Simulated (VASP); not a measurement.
# BN (P6_3/mmc) in VASP: relaxation of the atoms with PBE

Aim: the relaxation of the atoms of BN with PBE.

All numbers are computed with VASP 6.6.1; they aren't measurements. Logs are shortened: lines on timing, memory, paths and dates and some standing lists are left out, and cuts for length are marked.

## (1) The cell of the first run

The structure is hexagonal, space group P6_3/mmc (No. 194). The conventional cell has a = 2.498 Å, b = 2.498 Å, c = 6.636 Å, α = 90.00°, β = 90.00°, γ = 120.00°. B (site symmetry -6m2) has 3 N at 1.44 Å within 1.9 Å. N (site symmetry -6m2) has 3 B at 1.44 Å within 1.9 Å.

## (2) Relaxation of the atoms, PBE

The input, INCAR:

```
PREC = Accurate
ENCUT = 520
EDIFF = 1E-6
ISMEAR = 0
SIGMA = 0.01
LREAL = False
LASPH = True
NELM = 100
ALGO = Normal
ISIF = 2
LWAVE = False
LCHARG = False
GGA = PE
IBRION = 2
NSW = 80
EDIFFG = -0.002
```

The input, KPOINTS:

```
Automatic mesh
0
Gamma
  12 12 4
```

The input, POSCAR:

```
BN
1.0
    2.4982400000      0.0000000000      0.0000000000
   -1.2491200000      2.1635393048      0.0000000000
    0.0000000000      0.0000000000      6.6357000000
B N
2 2
Direct
    0.3333333333      0.6666666667      0.2500000000
    0.6666666667      0.3333333333      0.7500000000
    0.3333333333      0.6666666667      0.7500000000
    0.6666666667      0.3333333333      0.2500000000
```

Potentials or basis: VASP PAW PBE potentials, release 64 (B, N).

On the command line:

```console
$ cat potpaw_PBE.64/B/POTCAR potpaw_PBE.64/N/POTCAR > POTCAR
$ mpirun -np 1 vasp_std > vasp.out
```

OUTCAR:

```text
PREC = Accurate
   ENCUT = 520
   EDIFF = 1E-6
   ISMEAR = 0
   LREAL = False
   LASPH = True
   NELM = 100
   ISIF = 2
   GGA = PE
   IBRION = 2
   NSW = 80
   EDIFFG = -0.002

 ion  position               nearest neighbor table
   1  0.333  0.667  0.250-   4 1.44   4 1.44   4 1.44
   2  0.667  0.333  0.750-   3 1.44   3 1.44   3 1.44
   3  0.333  0.667  0.750-   2 1.44   2 1.44   2 1.44
   4  0.667  0.333  0.250-   1 1.44   1 1.44   1 1.44

  LATTYP: Found a hexagonal cell.
 ALAT       =     2.4982400000
 C/A-ratio  =     2.6561499296

  Lattice vectors:

 A1 = (   2.4982400000,   0.0000000000,   0.0000000000)
 A2 = (  -1.2491200000,   2.1635393048,   0.0000000000)
 A3 = (   0.0000000000,   0.0000000000,   6.6357000000)

Analysis of symmetry for initial positions (statically):
=====================================================================
 Subroutine PRICEL returns:
 Original cell was already a primitive cell.

 Routine SETGRP: Setting up the symmetry group for a
 hexagonal supercell.

 Subroutine GETGRP returns: Found 24 space group operations
 (whereof 12 operations were pure point group operations)
 out of a pool of 24 trial point group operations.

The static configuration has the point symmetry D_3d.
 The point group associated with its full space group is D_6h.

Analysis of symmetry for dynamics (positions and initial velocities):
=====================================================================
 Subroutine PRICEL returns:
 Original cell was already a primitive cell.

 Routine SETGRP: Setting up the symmetry group for a
 hexagonal supercell.

 Subroutine GETGRP returns: Found 24 space group operations
 (whereof 12 operations were pure point group operations)
 out of a pool of 24 trial point group operations.

The dynamic configuration has the point symmetry D_3d.
 The point group associated with its full space group is D_6h.

 Subroutine INISYM returns: Found 24 space group operations
 (whereof 12 operations are pure point group operations),
 and found     1 'primitive' translations

----------------------------------------------------------------------------------------

                                     Primitive cell

  volume of cell :      35.8662

  direct lattice vectors                    reciprocal lattice vectors
     2.498240000  0.000000000  0.000000000     0.400281798  0.231102804  0.000000000
    -1.249120000  2.163539305  0.000000000     0.000000000  0.462205608  0.000000000
     0.000000000  0.000000000  6.635700000     0.000000000  0.000000000  0.150700002

  length of vectors
     2.498240000  2.498240000  6.635700000     0.462205608  0.462205608  0.150700002

  position of ions in fractional coordinates (direct lattice)
     0.333333333  0.666666667  0.250000000
     0.666666667  0.333333333  0.750000000
     0.333333333  0.666666667  0.750000000
     0.666666667  0.333333333  0.250000000

  ion indices of the primitive-cell ions
   primitive index   ion index
                 1           1
                 2           2
                 3           3
                 4           4

----------------------------------------------------------------------------------------

 KPOINTS: Automatic mesh

Automatic generation of k-mesh.
 Grid dimensions read from file:
 generate k-points for:   12   12    4

 Generating k-lattice:

  Cartesian coordinates                     Fractional coordinates (reciprocal lattice)
     0.033356817  0.019258567  0.000000000     0.083333333 -0.000000000  0.000000000
     0.000000000  0.038517134  0.000000000     0.000000000  0.083333333  0.000000000
     0.000000000  0.000000000  0.037675000     0.000000000  0.000000000  0.250000000

  Length of vectors
     0.038517134  0.038517134  0.037675000

  Shift w.r.t. Gamma in fractional coordinates (k-lattice)
     0.000000000  0.000000000  0.000000000

 Subroutine IBZKPT returns following result:
 ===========================================

 Found     57 irreducible k-points:

 Following reciprocal coordinates:
            Coordinates               Weight
  0.000000  0.000000  0.000000      1.000000
  0.083333 -0.000000  0.000000      6.000000
  0.166667  0.000000  0.000000      6.000000
  0.250000  0.000000  0.000000      6.000000
  0.333333  0.000000  0.000000      6.000000
  0.416667  0.000000  0.000000      6.000000
[... 16 lines left out ...]
  0.250000  0.000000  0.250000     12.000000
  0.333333  0.000000  0.250000     12.000000
 [... further k-points ...]
   k-points           NKPTS =     57   k-points in BZ     NKDIM =     57   number of bands    NBANDS=     12
   number of dos      NEDOS =    301   number of ions     NIONS =      4
   total plane-waves  NPLWV =  20000
   dimension x,y,z NGX =    20 NGY =   20 NGZ =   50
   dimension x,y,z NGXF=    40 NGYF=   40 NGZF=  100
   ions per type =               2   2
   NGX,Y,Z   is equivalent  to a cutoff of  13.31, 13.31, 12.53 a.u.
   NGXF,Y,Z  is equivalent  to a cutoff of  26.62, 26.62, 25.05 a.u.
 SYSTEM =  unknown system
   PREC   = accura    normal or accurate (medium, high low for compatibility)
   ISTART =      0    job   : 0-new  1-cont  2-samecut
   ICHARG =      2    charge: 1-file 2-atom 10-const
   ISPIN  =      1    spin polarized calculation?
   LNONCOLLINEAR =      F non collinear calculations
   LSORBIT =      F    spin-orbit coupling
   LASPH  =      T    aspherical Exc in radial PAW
   ENCUT  =  520.0 eV  38.22 Ry    6.18 a.u.   4.65  4.65 12.34*2*pi/ulx,y,z
   NELM   =    100;   NELMIN=  2; NELMDL= -5     # of ELM steps
   EDIFF  = 0.1E-05   stopping-criterion for ELM
   LREAL  =      F    real-space projection
   EDIFFG = -.2E-02   stopping-criterion for IOM
   NSW    =     80    number of steps for IOM
   IBRION =      2    ionic relax: 0-MD 1-quasi-New 2-CG
   NFREE  =      1    steps in history (QN), initial steepest desc. (CG)
   ISIF   =      2    stress and relaxation
   ISYM   =      2    0-nonsym 1-usesym 2-fastsym
   POTIM  = 0.5000    time-step for ionic-motion
   TEBEG  =    0.0;   TEEND  =   0.0 temperature during run
   PSTRESS=    0.0 pullay stress
   NELECT =      16.0000    total number of electrons
   NUPDOWN=      -1.0000    fix difference up-down
   EMIN   =  10.00;   EMAX   =-10.00  energy-range for DOS
   EFERMI =   0.00;   METHOD = LEGACY
   ISMEAR =     0;   SIGMA  =   0.01  broadening in eV -4-tet -1-fermi 0-gaus
   EFERMI_NEDOS =   21; number of points for ismear=-14 and -15
   IALGO  =     38    algorithm
   IMIX   =      4    mixing-type and parameters
     AMIX     =   0.40;   BMIX     =  1.00
     AMIX_MAG =   1.60;   BMIX_MAG =  1.00
  volume/ion in A,a.u.               =       8.97        60.51
  Fermi-wavevector in a.u.,A,eV,Ry     =   1.250891  2.363842 21.289433  1.564729
  Thomas-Fermi vector in A             =   2.384864
   LORBIT       =      0    0 simple, 1 ext, 2 COOP (PROOUT), +10 PAW based schemes
   GGA     = PE    functional components
   LHFCALC =     F    Hartree Fock is set to
   AEXX    =    0.0000 exact exchange contribution
   IVDW    =     0    specifies the selected vdW correction
   LEPSILON=     F    determine dielectric tensor
   LRPA    =     F    only Hartree local field effects (RPA)
 conjugate gradient relaxation of ions
 non-spin polarized calculation
 Gauss-broadening in eV      SIGMA  =   0.01
  energy-cutoff  :      520.00
  volume of cell :       35.87
 maximum number of plane-waves:       985
 NGX is ok and might be reduce to    20
   NGX =  9   NGY =  9   NGZ = 25

 number of electron      15.9999997 magnetization

 Free energy of the ion-electron system (eV)
  ---------------------------------------------------
  ext. energy  EPLUGINS =         0.00000000
  ---------------------------------------------------
  free energy    TOTEN  =       -35.14690952 eV

  energy without entropy =      -35.14690952  energy(sigma->0) =      -35.14690952

 E-fermi :   2.3601     XC(G=0): -10.0888

 val. band max:        2.3080421632   @ k =   0.3333   0.3333   0.5000
 cond. band min:       6.5949722532   @ k =   0.5000   0.0000   0.0000
 fundamental gap:      4.2869300900
 Fermi energy:         2.3601229906

 k-point     1 :       0.0000    0.0000    0.0000
  band No.  band energies     occupation
      1     -15.5318      2.00000
      2     -15.2365      2.00000
      3      -3.9421      2.00000
      4      -1.8139      2.00000
      5       0.9859      2.00000
      6       0.9859      2.00000
      7       1.0229      2.00000
      8       1.0229      2.00000
      9       7.5737      0.00000
     10      12.6583      0.00000
     11      13.9159      0.00000
     12      13.9168      0.00000

 k-point     2 :       0.0833   -0.0000    0.0000
  band No.  band energies     occupation
      1     -15.3951      2.00000
      2     -15.1044      2.00000
      3      -3.7544      2.00000
      4      -1.6453      2.00000
      5       0.4262      2.00000
      6       0.4588      2.00000
      7       0.7232      2.00000
      8       0.7644      2.00000
      9       7.8219      0.00000
     10      12.5672      0.00000
     11      13.7608      0.00000
     12      13.9593      0.00000

 k-point     3 :       0.1667    0.0000    0.0000
  band No.  band energies     occupation
      1     -14.9922      2.00000
      2     -14.7157      2.00000
      3      -3.1982      2.00000
      4      -1.1498      2.00000
      5      -0.9946      2.00000
      6      -0.9551      2.00000
      7       0.0850      2.00000
      8       0.1342      2.00000
      9       8.4740      0.00000
     10      12.1709      0.00000
     11      13.3670      0.00000
     12      13.5226      0.00000
[... 286 lines left out ...]
 k-point    23 :       0.2500    0.0000    0.2500
  band No.  band energies     occupation
      1     -14.3145      2.00000
      2     -14.1367      2.00000
      3      -2.8072      2.00000
      4      -2.7560      2.00000
      5      -2.0408      2.00000
      6      -0.6965      2.00000
      7      -0.6449      2.00000
      8      -0.6051      2.00000
      9       9.8203      0.00000
     10      11.0294      0.00000
     11      11.9243      0.00000
     12      12.9492      0.00000

 k-point    24 :       0.3333    0.0000    0.2500
  band No.  band energies     occupation
      1     -13.5043      2.00000
      2     -13.3548      2.00000
      3      -4.5925      2.00000
      4      -4.5347      2.00000
      5      -1.2773      2.00000
      6      -1.2340      2.00000
      7      -0.8940      2.00000
      8       0.3215      2.00000
      9       9.1911      0.00000
     10       9.7711      0.00000
     11      11.3140      0.00000
     12      12.6048      0.00000

 [... further k-points ...]

------------------------ aborting loop because EDIFF is reached ----------------------------------------

  FORCE on cell =-STRESS in cart. coord.  units (eV):
  Direction    XX          YY          ZZ          XY          YZ          ZX
  --------------------------------------------------------------------------------------
  -------------------------------------------------------------------------------------
  Total        1.4108771      1.4108771      0.6412947      0.0000000      0.0000000      0.0000000
  in kB       63.0251775     63.0251775     28.6472256      0.0000000      0.0000000      0.0000000
  external PRESSURE =      51.5658602 kB  Pullay stress =       0.0000000 kB

 VOLUME and BASIS-vectors are now :
 -----------------------------------------------------------------------------
  energy-cutoff  :      520.00
  volume of cell :       35.87
      direct lattice vectors                 reciprocal lattice vectors
     2.498240000  0.000000000  0.000000000     0.400281798  0.231102804  0.000000000
    -1.249120000  2.163539305  0.000000000     0.000000000  0.462205608  0.000000000
     0.000000000  0.000000000  6.635700000     0.000000000  0.000000000  0.150700002

 POSITION                                       TOTAL-FORCE (eV/Angst)
 -----------------------------------------------------------------------------------
     -0.00000      1.44236      1.65892        -0.000000     -0.000000      0.000000
      1.24912      0.72118      4.97677         0.000000      0.000000      0.000000
     -0.00000      1.44236      4.97677         0.000000     -0.000000      0.000000
      1.24912      0.72118      1.65892        -0.000000      0.000000      0.000000
 -----------------------------------------------------------------------------------
    total drift:                                0.000000     -0.000000      0.000000

  FREE ENERGIE OF THE ION-ELECTRON SYSTEM (eV)
  ---------------------------------------------------
  free  energy   TOTEN  =       -35.1469095243 eV

  energy  without entropy=      -35.1469095243  energy(sigma->0) =      -35.14690952

 reached required accuracy - stopping structural energy minimisation
```

Run time: 17 s. Hardware: 1 thread of Intel Xeon 6975P-C, shared host; peak memory 0.16 GiB.

What came out:

* Free energy: -35.1469 eV
* Pressure after relaxing: 5.2 GPa
* Band gap on the k mesh: 4.29 eV, indirect (least direct gap 4.66 eV)

Stress tensor (GPa, compression positive):
```
6.30 0.00 0.00
0.00 6.30 0.00
0.00 0.00 2.86
```

Final structure:
```xyz
4
Lattice="2.4982 0.0000 0.0000 -1.2491 2.1635 0.0000 0.0000 0.0000 6.6357" Properties=species:S:1:pos:R:3 pbc="T T T"
B     0.0000    1.4424    1.6589
B     1.2491    0.7212    4.9768
N     0.0000    1.4424    4.9768
N     1.2491    0.7212    1.6589
```

Caveat: the relaxation stopped at its first step, so nothing moved; this functional lacks dispersion, which binds the layers, so the pressure and a relaxed spacing across them are unreliable. Expect the measured gap to be larger: semilocal functionals such as PBE lack the derivative discontinuity.
